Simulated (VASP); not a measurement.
# Al (I4/mmm) in VASP: notebook

The runs below take Al through single point, with PBE.

Program: VASP 6.6.1. These are calculated values, not measurements. Logs are shortened: lines on timing, memory, paths and dates and some standing lists are left out, and cuts for length are marked.

## 1. The cell of the first run

It takes space group I4/mmm (No. 139, tetragonal). Conventional cell: a = 2.862 Å, b = 2.862 Å, c = 3.927 Å, α = 90.00°, β = 90.00°, γ = 90.00°. Within 3.7 Å of Al (site symmetry 4/mmm) lie 12 Al at 2.82 to 2.86 Å.

## 2. Single point, PBE (strain -0.0300 x Voigt [0, 0, 1, 0, 0, 0])

The input, INCAR:

```
SYSTEM = Al
ALGO = Normal
EDIFF = 1E-7
ENCUT = 520
GGA = PE
ISIF = 2
ISMEAR = 0
LASPH = .True.
LCHARG = .True.
LELF = .True.
LREAL = .False.
LVHAR = .True.
LWAVE = .False.
NBANDS = 8
NELM = 80
PREC = Accurate
SIGMA = 0.15
```

The input, KPOINTS:

```
k-points
0
Gamma
  20 20 20
  0 0 0
```

The input, POSCAR:

```
Al
1.0
    0.0000000000      2.0239800000      1.9632606000
    2.0239800000      0.0000000000      1.9632606000
    2.0239800000      2.0239800000      0.0000000000
Al
1
Direct
    0.0000000000      0.0000000000      0.0000000000
```

Potentials or basis: VASP PAW PBE potentials, release 64 (Al).

Launch:

```
$ cat potpaw_PBE.64/Al/POTCAR > POTCAR
$ mpirun -np 1 vasp_std > vasp.out
```

OUTCAR:

```text
SYSTEM = Al
   EDIFF = 1E-7
   ENCUT = 520
   GGA = PE
   ISIF = 2
   ISMEAR = 0
   LASPH = .True.
   LREAL = .False.
   NELM = 80
   PREC = Accurate

 ion  position               nearest neighbor table
   1  0.000  0.000  0.000-

  LATTYP: Found a body centered tetragonal cell.
 ALAT       =     2.8623399660
 C/A-ratio  =     1.3717871555

  Lattice vectors:

 A1 = (   0.0000000000,  -2.0239800000,  -1.9632606000)
 A2 = (   0.0000000000,   2.0239800000,  -1.9632606000)
 A3 = (   2.0239800000,   0.0000000000,   1.9632606000)

Analysis of symmetry for initial positions (statically):
=====================================================================
 Subroutine PRICEL returns:
 Original cell was already a primitive cell.

 Routine SETGRP: Setting up the symmetry group for a
 body centered tetragonal supercell.

 Subroutine GETGRP returns: Found 16 space group operations
 (whereof 16 operations were pure point group operations)
 out of a pool of 16 trial point group operations.

The static configuration has the point symmetry D_4h.

Analysis of symmetry for dynamics (positions and initial velocities):
=====================================================================
 Subroutine PRICEL returns:
 Original cell was already a primitive cell.

 Routine SETGRP: Setting up the symmetry group for a
 body centered tetragonal supercell.

 Subroutine GETGRP returns: Found 16 space group operations
 (whereof 16 operations were pure point group operations)
 out of a pool of 16 trial point group operations.

The dynamic configuration has the point symmetry D_4h.

 Subroutine INISYM returns: Found 16 space group operations
 (whereof 16 operations are pure point group operations),
 and found     1 'primitive' translations

----------------------------------------------------------------------------------------

                                     Primitive cell

  volume of cell :      16.0850

  direct lattice vectors                    reciprocal lattice vectors
     0.000000000  2.023980000  1.963260600    -0.247038014  0.247038014  0.254678365
     2.023980000  0.000000000  1.963260600     0.247038014 -0.247038014  0.254678365
     2.023980000  2.023980000  0.000000000     0.247038014  0.247038014 -0.254678365

  length of vectors
     2.819731765  2.819731765  2.862339966     0.432338560  0.432338560  0.432338560

  position of ions in fractional coordinates (direct lattice)
     0.000000000  0.000000000  0.000000000

  ion indices of the primitive-cell ions
   primitive index   ion index
                 1           1

----------------------------------------------------------------------------------------

 KPOINTS: k-points

Automatic generation of k-mesh.
 Grid dimensions read from file:
 generate k-points for:   20   20   20

 Generating k-lattice:

  Cartesian coordinates                     Fractional coordinates (reciprocal lattice)
    -0.012351901  0.012351901  0.012733918     0.050000000  0.000000000  0.000000000
     0.012351901 -0.012351901  0.012733918     0.000000000  0.050000000  0.000000000
     0.012351901  0.012351901 -0.012733918    -0.000000000 -0.000000000  0.050000000

  Length of vectors
     0.021616928  0.021616928  0.021616928

  Shift w.r.t. Gamma in fractional coordinates (k-lattice)
     0.000000000  0.000000000  0.000000000

 Subroutine IBZKPT returns following result:
 ===========================================

 Found    641 irreducible k-points:

 Following reciprocal coordinates:
            Coordinates               Weight
  0.000000  0.000000  0.000000      1.000000
  0.050000  0.000000  0.000000      8.000000
  0.100000 -0.000000  0.000000      8.000000
  0.150000  0.000000  0.000000      8.000000
  0.200000 -0.000000  0.000000      8.000000
  0.250000  0.000000  0.000000      8.000000
[... 16 lines left out ...]
 -0.400000  0.050000  0.000000      8.000000
 -0.350000  0.050000  0.000000      8.000000
 [... further k-points ...]
   k-points           NKPTS =    641   k-points in BZ     NKDIM =    641   number of bands    NBANDS=      8
   number of dos      NEDOS =    301   number of ions     NIONS =      1
   total plane-waves  NPLWV =  13824
   dimension x,y,z NGX =    24 NGY =   24 NGZ =   24
   dimension x,y,z NGXF=    48 NGYF=   48 NGZF=   48
   ions per type =               1
   NGX,Y,Z   is equivalent  to a cutoff of  14.15, 14.15, 13.94 a.u.
   NGXF,Y,Z  is equivalent  to a cutoff of  28.30, 28.30, 27.88 a.u.
 SYSTEM =  Al
   PREC   = accura    normal or accurate (medium, high low for compatibility)
   ISTART =      0    job   : 0-new  1-cont  2-samecut
   ICHARG =      2    charge: 1-file 2-atom 10-const
   ISPIN  =      1    spin polarized calculation?
   LNONCOLLINEAR =      F non collinear calculations
   LSORBIT =      F    spin-orbit coupling
   LASPH  =      T    aspherical Exc in radial PAW
   ENCUT  =  520.0 eV  38.22 Ry    6.18 a.u.   5.24  5.24  5.32*2*pi/ulx,y,z
   NELM   =     80;   NELMIN=  2; NELMDL= -5     # of ELM steps
   EDIFF  = 0.1E-06   stopping-criterion for ELM
   LREAL  =      F    real-space projection
   EDIFFG = 0.1E-05   stopping-criterion for IOM
   NSW    =      0    number of steps for IOM
   IBRION =     -1    ionic relax: 0-MD 1-quasi-New 2-CG
   NFREE  =      0    steps in history (QN), initial steepest desc. (CG)
   ISIF   =      2    stress and relaxation
   ISYM   =      2    0-nonsym 1-usesym 2-fastsym
   POTIM  = 0.5000    time-step for ionic-motion
   TEBEG  =    0.0;   TEEND  =   0.0 temperature during run
   PSTRESS=    0.0 pullay stress
   NELECT =       3.0000    total number of electrons
   NUPDOWN=      -1.0000    fix difference up-down
   EMIN   =  10.00;   EMAX   =-10.00  energy-range for DOS
   EFERMI =   0.00;   METHOD = LEGACY
   ISMEAR =     0;   SIGMA  =   0.15  broadening in eV -4-tet -1-fermi 0-gaus
   EFERMI_NEDOS =   21; number of points for ismear=-14 and -15
   IALGO  =     38    algorithm
   IMIX   =      4    mixing-type and parameters
     AMIX     =   0.40;   BMIX     =  1.00
     AMIX_MAG =   1.60;   BMIX_MAG =  1.00
  volume/ion in A,a.u.               =      16.08       108.55
  Fermi-wavevector in a.u.,A,eV,Ry     =   0.935352  1.767559 11.903513  0.874884
  Thomas-Fermi vector in A             =   2.062251
   LORBIT       =      0    0 simple, 1 ext, 2 COOP (PROOUT), +10 PAW based schemes
   GGA     = PE    functional components
   LHFCALC =     F    Hartree Fock is set to
   AEXX    =    0.0000 exact exchange contribution
   IVDW    =     0    specifies the selected vdW correction
   LEPSILON=     F    determine dielectric tensor
   LRPA    =     F    only Hartree local field effects (RPA)
 non-spin polarized calculation
 Gauss-broadening in eV      SIGMA  =   0.15
  energy-cutoff  :      520.00
  volume of cell :       16.08
 maximum number of plane-waves:       444
 NGX is ok and might be reduce to    24
   NGX = 11   NGY = 11   NGZ = 11

 number of electron       3.0000000 magnetization

 Free energy of the ion-electron system (eV)
  ---------------------------------------------------
  ext. energy  EPLUGINS =         0.00000000
  ---------------------------------------------------
  free energy    TOTEN  =        -3.74452657 eV

  energy without entropy =       -3.74025328  energy(sigma->0) =       -3.74238992

 E-fermi :   8.2932     XC(G=0): -10.2893

 val. band max:        8.2902683065   @ k =  -0.3000   0.4000   0.3000
 cond. band min:       8.2980637805   @ k =  -0.3500   0.1000   0.4000
 fundamental gap:      0.0077954740
 Fermi energy:         8.2932043780

 k-point     1 :       0.0000    0.0000    0.0000
  band No.  band energies     occupation
      1      -3.0433      2.00000
      2      20.9314      0.00000
      3      20.9314      0.00000
      4      21.2625      0.00000
      5      22.6555      0.00000
      6      22.7572      0.00000
      7      22.7572      0.00000
      8      24.9345      0.00000

 k-point     2 :       0.0500    0.0000    0.0000
  band No.  band energies     occupation
      1      -2.9742      2.00000
      2      19.7355      0.00000
      3      20.6844      0.00000
      4      20.9229      0.00000
      5      23.0238      0.00000
      6      23.1096      0.00000
      7      23.2381      0.00000
      8      25.6808      0.00000

 k-point     3 :       0.1000   -0.0000    0.0000
  band No.  band energies     occupation
      1      -2.7669      2.00000
      2      17.7396      0.00000
      3      20.2224      0.00000
      4      20.4832      0.00000
      5      23.3145      0.00000
      6      23.7921      0.00000
      7      23.8583      0.00000
      8      26.1001      0.00000

 k-point     4 :       0.1500    0.0000    0.0000
  band No.  band energies     occupation
      1      -2.4221      2.00000
      2      15.6902      0.00000
      3      19.7788      0.00000
      4      20.0845      0.00000
      5      23.1811      0.00000
      6      24.3783      0.00000
      7      24.6187      0.00000
      8      25.5483      0.00000

 k-point     5 :       0.2000   -0.0000    0.0000
  band No.  band energies     occupation
      1      -1.9409      2.00000
      2      13.6881      0.00000
      3      19.4174      0.00000
      4      19.7748      0.00000
      5      23.0125      0.00000
      6      23.6885      0.00000
      7      24.5490      0.00000
      8      26.1959      0.00000

 k-point     6 :       0.2500    0.0000    0.0000
  band No.  band energies     occupation
      1      -1.3247      2.00000
      2      11.7656      0.00000
      3      19.1575      0.00000
      4      19.5685      0.00000
      5      22.7710      0.00000
      6      22.8836      0.00000
      7      23.6613      0.00000
      8      27.3081      0.00000

 k-point     7 :       0.3000    0.0000    0.0000
  band No.  band energies     occupation
      1      -0.5751      2.00000
      2       9.9383      0.00000
      3      19.0065      0.00000
      4      19.4710      0.00000
      5      21.9130      0.00000
      6      22.7201      0.00000
      7      22.8907      0.00000
      8      26.5746      0.00000

 k-point     8 :       0.3500   -0.0000    0.0000
  band No.  band energies     occupation
      1       0.3055      2.00000
      2       8.2150      1.53898
      3      18.9677      0.00000
      4      19.4849      0.00000
      5      21.1527      0.00000
      6      21.9572      0.00000
      7      22.9101      0.00000
      8      25.7381      0.00000

 k-point     9 :       0.4000    0.0000    0.0000
  band No.  band energies     occupation
      1       1.3147      2.00000
      2       6.6022      2.00000
      3      19.0429      0.00000
      4      19.6116      0.00000
      5      20.5017      0.00000
      6      21.2645      0.00000
      7      23.0784      0.00000
      8      24.9909      0.00000

 k-point    10 :       0.4500    0.0000    0.0000
  band No.  band energies     occupation
      1       2.4480      2.00000
      2       5.1060      2.00000
      3      19.2325      0.00000
      4      19.8511      0.00000
      5      19.9649      0.00000
      6      20.6825      0.00000
      7      23.3628      0.00000
      8      24.3525      0.00000
[... 78 lines left out ...]
 k-point    18 :       0.3500    0.0500    0.0000
  band No.  band energies     occupation
      1       0.0835      2.00000
      2       8.7876      0.00000
      3      17.9453      0.00000
      4      19.4925      0.00000
      5      21.1039      0.00000
      6      22.4967      0.00000
      7      23.9917      0.00000
      8      26.0399      0.00000

 k-point    19 :       0.4000    0.0500    0.0000
  band No.  band energies     occupation
      1       1.0531      2.00000
      2       7.1417      2.00000
      3      17.9828      0.00000
      4      19.5455      0.00000
      5      20.3410      0.00000
      6      21.8186      0.00000
      7      24.1660      0.00000
      8      25.3495      0.00000

 k-point    20 :       0.4500    0.0500    0.0000
  band No.  band energies     occupation
      1       2.1485      2.00000
      2       5.6099      2.00000
      3      18.1367      0.00000
      4      19.5706      0.00000
      5      19.8352      0.00000
      6      21.2498      0.00000
      7      24.4527      0.00000
      8      24.7225      0.00000

 k-point    21 :       0.5000    0.0500    0.0000
  band No.  band energies     occupation
      1       3.3526      2.00000
      2       4.2108      2.00000
      3      18.4075      0.00000
      4      19.0980      0.00000
      5      20.0602      0.00000
      6      20.7937      0.00000
      7      24.1966      0.00000
      8      24.8548      0.00000

 k-point    22 :      -0.4500    0.0500    0.0000
  band No.  band energies     occupation
      1       2.8775      2.00000
      2       4.7325      2.00000
      3      18.6768      0.00000
      4      18.7955      0.00000
      5      20.4518      0.00000
      6      20.4680      0.00000
      7      23.7853      0.00000
      8      25.3695      0.00000

 k-point    23 :      -0.4000    0.0500    0.0000
  band No.  band energies     occupation
      1       1.7093      2.00000
      2       6.1890      2.00000
      3      18.3678      0.00000
      4      19.3004      0.00000
      5      20.2244      0.00000
      6      20.9965      0.00000
      7      23.4933      0.00000
      8      25.9912      0.00000

 k-point    24 :      -0.3500    0.0500    0.0000
  band No.  band energies     occupation
      1       0.6620      2.00000
      2       7.7651      2.00000
      3      18.1749      0.00000
      4      19.9188      0.00000
      5      20.1135      0.00000
      6      21.6374      0.00000
      7      23.3225      0.00000
      8      26.7062      0.00000

 [... further k-points ...]
[... 5 lines left out ...]
  --------------------------------------------------------------------------------------
  -------------------------------------------------------------------------------------
  Total        0.1708388      0.1708388      0.2847010      0.0000000     -0.0000000     -0.0000000
  in kB       17.0167568     17.0167568     28.3582308      0.0000000     -0.0000000     -0.0000000
  external PRESSURE =      20.7972481 kB  Pullay stress =       0.0000000 kB

 VOLUME and BASIS-vectors are now :
 -----------------------------------------------------------------------------
  energy-cutoff  :      520.00
  volume of cell :       16.08
      direct lattice vectors                 reciprocal lattice vectors
     0.000000000  2.023980000  1.963260600    -0.247038014  0.247038014  0.254678365
     2.023980000  0.000000000  1.963260600     0.247038014 -0.247038014  0.254678365
     2.023980000  2.023980000  0.000000000     0.247038014  0.247038014 -0.254678365

 POSITION                                       TOTAL-FORCE (eV/Angst)
 -----------------------------------------------------------------------------------
      0.00000      0.00000      0.00000         0.000000      0.000000     -0.000000
 -----------------------------------------------------------------------------------
    total drift:                               -0.000000      0.000000      0.000000

  FREE ENERGIE OF THE ION-ELECTRON SYSTEM (eV)
  ---------------------------------------------------
  free  energy   TOTEN  =        -3.7445265668 eV

  energy  without entropy=       -3.7402532766  energy(sigma->0) =       -3.74238992
```

Wall time 22 s (1 thread of Intel Xeon 6975P-C (Granite Rapids), shared host); peak memory 0.19 GiB.

Results:

- Free energy: -3.7445 eV
- Pressure: 2.1 GPa

Levels at points of the mesh, in eV from the Fermi level:
| k point | band 1 | band 2 | band 3 | band 4 |
| --- | --- | --- | --- | --- |
| (0.00, 0.00, 0.00) | -11.34 | 12.64 | 12.64 | 12.97 |
| (0.50, 0.00, 0.00) | -4.72 | -4.44 | 11.21 | 11.28 |
| (0.50, 0.50, 0.00) | -2.70 | -1.21 | 5.00 | 5.31 |
| (0.50, 0.00, 0.50) | -3.16 | -1.84 | 5.37 | 5.79 |

Caveat: the cell differs from its parent crystal (strain -0.0300 x Voigt [0, 0, 1, 0, 0, 0]).

(Part 1 of 2 ends here.)
